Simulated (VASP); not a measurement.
A run of VASP 6.6.1 is set up as follows.

The input INCAR:

```
SYSTEM = SnTe
PREC = Accurate ; ENCUT = 520
EDIFF = 1E-7 ; ISMEAR = -1
SIGMA = 0.08 ; LREAL = .False.
LASPH = .True. ; NELM = 80
ALGO = Normal ; ISIF = 2
LWAVE = .False. ; LCHARG = .False.
GGA = CA ; NBANDS = 17
```

KPOINTS

```
Automatic mesh
0
Gamma
  11 11 11
  0 0 0
```

POSCAR

```
SnTe
1.0
    0.0000000000      3.1565000000      3.1565000000
    3.1565000000      0.0000000000      3.1565000000
    3.1565000000      3.1565000000      0.0000000000
Sn Te
1 1
Direct
    0.0000000000      0.0000000000      0.0000000000
    0.5000000000      0.5000000000      0.5000000000
```

Potentials or basis: VASP PAW LDA potentials, release 64 (Sn_d, Te).

Run with:

```bash
$ cat potpaw_LDA.64/Sn_d/POTCAR potpaw_LDA.64/Te/POTCAR > POTCAR
$ mpirun -np 1 vasp_std > vasp.out
```

**Question.** What does it give for the pressure?

**Answer.** -1.7 GPa.
